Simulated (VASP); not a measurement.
Write the native input for VASP 6.6.1 that does the following.

```yaml
Task: single point
Functional: PBEsol
Potentials_or_basis: VASP PAW PBE potentials, release 64 (Cd, F)
Cutoff: 520 eV
k_mesh: 8 × 8 × 8
Occupations: gaussian, width 0.02 eV
Spin: no spin polarisation
Dipole_correction: no
Further_INCAR_settings: ALGO = Normal; EDIFF = 1e-06; NBANDS = 20
```

The structure of CdF2 lies in POSCAR:

```
CdF2
1.0
    0.0000000000      2.5159535400      2.5159535400
    2.7314735400     -0.2155200000      2.7314735400
    2.5159535400      2.5159535400      0.0000000000
Cd F
1 2
Direct
   -0.0045374556      0.0136123669     -0.0045374556
    0.2520247248      0.2439258255      0.2520247248
    0.7525127308      0.7424618076      0.7525127308
```

This cell differs from its parent crystal: strained and its atoms moved.

These files were run (other wordings do the same):

INCAR

```
  PREC = Accurate
  ENCUT = 520
  EDIFF = 1E-6
  ISMEAR = 0
  SIGMA = 0.02
  LREAL = False
  LASPH = True
  NELM = 60
  ALGO = Normal
  ISIF = 2
  LWAVE = False
  LCHARG = False
  GGA = PS
  NBANDS = 20
```

KPOINTS

```
regular mesh
0
Gamma
  8 8 8
```

Potentials or basis: VASP PAW PBE potentials, release 64 (Cd, F).

Run with:

```console
$ cat potpaw_PBE.64/Cd/POTCAR potpaw_PBE.64/F/POTCAR > POTCAR
$ mpirun -np 1 vasp_std > vasp.out
```

Results of the run:

```json
{
 "Pressure": "14.6 GPa",
 "Largest force": "0.620 eV/Å",
 "Band gap on the k mesh": "3.20 eV, indirect (least direct gap 3.41 eV)"
}
```

Caveat: the cell differs from its parent crystal (strained and its atoms moved); the PAW data sets were made with another functional, which shifts forces and pressure a little.

Run time: 62 s on 1 thread of Intel(R) Xeon(R) Platinum 8175M CPU @ 2.50GHz (Skylake/Cascade Lake), on a shared host, peak memory 0.18 GiB.
